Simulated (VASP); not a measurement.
Runs of VASP 6.6.1 on Sc. The structure is that of space group Fm-3m (No. 225), or close to it. The cells are those of the table. 

```csv
cell,gap on the mesh (eV),pressure (GPa)
"a = 3.171, b = 3.171, c = 3.131 Å, angles 60.4, 60.4, 59.2°, 1 atom",none,7.7
"a = 3.212, b = 3.212, c = 3.131 Å, angles 60.8, 60.8, 58.3°, 1 atom",none,5.9
"a = 3.171, b = 3.171, c = 3.211 Å, angles 59.6, 59.6, 60.8°, 1 atom",none,(a)
"a = 3.253, b = 3.253, c = 3.131 Å, angles 61.2, 61.2, 57.5°, 1 atom",none,4.4
```

Alike in all rows: task single point; level r2SCAN; potentials or basis VASP PAW PBE potentials, release 64 (Sc_sv); no spin polarisation; k mesh 18 × 18 × 18; cutoff (eV) 520; smearing gaussian 0.15 eV.

Question: Estimate the missing entries.

Answer: (a) 6.0.

Caveats: the cell stands under pressure; the PAW data sets were made with another functional, which shifts forces and pressure a little.

A gap of «none» marks levels without a gap at the run's occupations.
